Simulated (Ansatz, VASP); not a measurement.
**SrO in VASP and in Ansatz**

File POSCAR:

```
SrO
1.0
    0.0000000000      2.5798927166      2.5798927166
    2.5798927166      0.0000000000      2.5798927166
    2.5798927166      2.5798927166      0.0000000000
Sr O
1 1
Direct
    0.5000000000      0.5000000000      0.5000000000
    0.0000000000      0.0000000000      0.0000000000
```

INCAR.step1

```
ALGO = Normal ; EDIFF = 1E-5
ENCUT = 520 ; GGA = PE
ISIF = 2 ; ISMEAR = 0
LASPH = T ; LCHARG = F
LREAL = F ; LWAVE = T
NBANDS = 15 ; NELM = 80
PREC = Accurate ; SIGMA = 0.01
```

INCAR.step2

```
AEXX = 0.05 ; ALGO = Normal
EDIFF = 1E-7 ; ENCUT = 520
GGA = PE ; ISIF = 2
ISMEAR = 0 ; ISTART = 1
LASPH = T ; LCHARG = F
LHFCALC = T ; LREAL = F
LWAVE = F ; NBANDS = 15
NELM = 80 ; PREC = Accurate
PRECFOCK = Normal ; SIGMA = 0.01
```

The input KPOINTS:

```
k-points
0
Gamma
  4 4 4
```

Input for Ansatz:

```yaml
crystal:
  lattice:
    - [0.0, 2.5798927166, 2.5798927166]
    - [2.5798927166, 0.0, 2.5798927166]
    - [2.5798927166, 2.5798927166, 0.0]
  atoms:
    - { symbol: Sr, position: [0.5, 0.5, 0.5] }
    - { symbol: O, position: [0.0, 0.0, 0.0] }
kpoints:
  mp_grid: { grid: [4, 4, 4] }
hamiltonian:
  xc: { exchange: pbe, correlation: pbe, exx: { coeff: 0.05 } }
scf:
  occupations: { method: fixed }
  n_extra_bands: 4
output:
  forces: true
  stress: true
  eigenvalues: true
```

Alike in both runs: task single point; functional PBE-based global hybrid; k mesh 4 × 4 × 4; no spin polarisation.

```csv
,VASP,Ansatz
version,VASP 6.6.1,Ansatz 0.2.0
potentials or method,"VASP PAW PBE potentials, release 64 (Sr_sv, O)",plane waves
plane-wave cutoff (eV),520,420
occupations,"gaussian, width 0.01 eV",fixed
valence electrons in the cell,16,16
```

|  | VASP | Ansatz | Ansatz less VASP |
| --- | --- | --- | --- |
| gap on the k mesh at the Fermi level (eV) | 3.70 | 3.75 | +0.042 |
| pressure (GPa) | 1.9 | 1.4 | -0.52 |

VASP's potentials were made for PBE, not for PBE-based global hybrid. Ansatz's warnings: stress exchange threshold loose, stress scf threshold loose.

The k mesh is coarse, so the values compare programs but aren't converged.
